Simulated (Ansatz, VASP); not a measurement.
KBr in VASP and in Ansatz

```xyz
2
Lattice="0.0000 3.4540 3.3024 3.4540 0.0000 3.3024 3.4540 3.4540 0.0000" Properties=species:S:1:pos:R:3 pbc="T T T"
K     0.0000    0.0000    0.0000
Br    3.4540    3.4540    3.3024
```

Change from the starting cell: biaxial_xy strain +4.6%.

Alike in both runs: task single point; functional HSE06; k mesh 4 × 4 × 4; no spin polarisation.

```csv
,VASP,Ansatz
version,VASP 6.6.1,Ansatz 0.2.0
potentials or method,"VASP PAW PBE potentials, release 64 (K_sv, Br)","plane waves, PAW"
plane-wave cutoff (eV),520,420
occupations,"gaussian, width 0.01 eV",fixed
valence electrons in the cell,16,16
```

Ansatz gave:

| Quantity | Value |
| --- | --- |
| gap on the k mesh at the Fermi level (eV) | 5.34 |
| pressure (GPa) | -0.7 |
| traceless stress, the component that is largest in VASP (GPa) | 0.63 |

Estimate VASP's values.

gap on the k mesh at the Fermi level (eV): 5.34; pressure (GPa): -0.7; traceless stress, the component that is largest in VASP (GPa): 0.64.

Ansatz's warnings: stress exchange threshold loose, stress scf threshold loose.
